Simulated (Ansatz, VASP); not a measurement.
## Two plane-wave programs on Al3S4I

```
Al S I
1.0
     3.71232    0.03572   -0.00343
     1.63601    7.56519   -0.02283
     0.00383    0.39630    9.21267
Al S I
3 4 1
Direct
  0.97353 0.42233 0.16841
  0.38176 0.62151 0.49630
  0.97354 0.42244 0.83645
  0.06743 0.21447 0.00927
  0.47843 0.41162 0.31403
  0.80753 0.78277 0.49155
  0.47901 0.41041 0.69147
  0.83876 0.71445 0.99252
```

Change from the starting cell: the structure that the rattled cell fell into.

Alike in both runs: functional PBE; k mesh 8 × 4 × 4; occupations gaussian, width 0.02 eV; no spin polarisation.

Ansatz relaxed the structure, and its values are those at the end. VASP's run is a single point on that final structure, the one shown.

|  | VASP | Ansatz |
| --- | --- | --- |
| version | VASP 6.6.1 | Ansatz 0.2.0 |
| potentials or method | VASP PAW PBE potentials, release 64 (Al, S, I), cutoff 520 eV | scalar-relativistic, plane waves, PAW |
| valence electrons in the cell | 40 | 50 |

VASP gave:

- gap on the k mesh at the Fermi level (eV): 2.37
- least direct gap on the mesh (eV): 2.45
- pressure (GPa): -0.1
- rms of the force components (eV/Å): 0.008

Problem. What did Ansatz give for the same quantities?

Solution. gap on the k mesh at the Fermi level (eV): 2.36; least direct gap on the mesh (eV): 2.44; pressure (GPa): 0.0; rms of the force components (eV/Å): 0.003.

The functional is the same, so the differences come from potentials, cutoffs and numerics. VASP's potentials hold 40 valence electrons a cell and Ansatz's 50, so a difference there can come from the potentials and not from the codes.

Spin-orbit coupling is off throughout.
